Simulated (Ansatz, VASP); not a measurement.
Two plane-wave programs on Ge2P

Contents of INCAR:

```
SYSTEM = Ge2P
  ALGO = Normal
  EDIFF = 1E-6
  EDIFFG = -0.04
  ENCUT = 600
  GGA = PE
  IBRION = 2
  ISIF = 3
  ISMEAR = 0
  LASPH = .True.
  LCHARG = .False.
  LREAL = .False.
  LWAVE = .False.
  NELM = 80
  NSW = 90
  PREC = Accurate
  SIGMA = 0.1
```

Contents of KPOINTS:

```
k-points
0
Gamma
  6 6 6
  0 0 0
```

File POSCAR:

```
Ge2P
1.0
    1.7148437600      0.9900655100      4.7116869300
   -1.7148437600      0.9900655100      4.7116869300
    0.0000000000     -1.9801310100      4.7116869300
Ge P
2 1
Direct
    0.7666081800      0.7666081800      0.7666081800
    0.2333918200      0.2333918200      0.2333918200
    0.0000000000      0.0000000000      0.0000000000
```

Input for Ansatz:

```yaml
crystal:
  lattice:
    - [1.71484376, 0.99006551, 4.71168693]
    - [-1.71484376, 0.99006551, 4.71168693]
    - [0.0, -1.98013101, 4.71168693]
  atoms:
    - { symbol: Ge, position: [0.76660818, 0.76660818, 0.76660818] }
    - { symbol: Ge, position: [0.23339182, 0.23339182, 0.23339182] }
    - { symbol: P, position: [0.0, 0.0, 0.0] }
basis:
  ecutwfc: 420
kpoints:
  mp_grid: { grid: [6, 6, 6] }
hamiltonian:
  xc: pbe
scf:
  occupations: { method: gaussian, width: 0.1 }
  lower_state_search: "off"
output:
  forces: true
  stress: true
  eigenvalues: true
relax:
  adjacent_minimum: "off"
  f_tol: 0.04
  max_steps: 70
  cell: { stress_tol: 0.4 }
```

Alike in both runs: task relaxation of cell and atoms; functional PBE; k mesh 6 × 6 × 6; occupations gaussian, width 0.1 eV; no spin polarisation.

|  | VASP | Ansatz |
| --- | --- | --- |
| version | VASP 6.6.1 | Ansatz 0.2.0 |
| potentials or method | VASP PAW PBE potentials, release 64 (Ge_d, P), cutoff 600 eV | scalar-relativistic, plane waves, PAW |
| valence electrons in the cell | 33 | 33 |

```csv
,VASP,Ansatz,Ansatz less VASP
"gap on the k mesh at the Fermi level, each at its own relaxed structure (eV)",none,none,-
relaxed volume (Å³/atom),19.09,19.01,-0.086
relaxed cell length with the largest relative difference (Å),5.512,5.493,-0.0187
```

A gap of «none» marks a metal or a gap that the smearing closes.

The k mesh is coarse, so the values compare programs but aren't converged. Noted on VASP's run: the volume moved by over 15 % at a fixed basis, so the end points are rough.
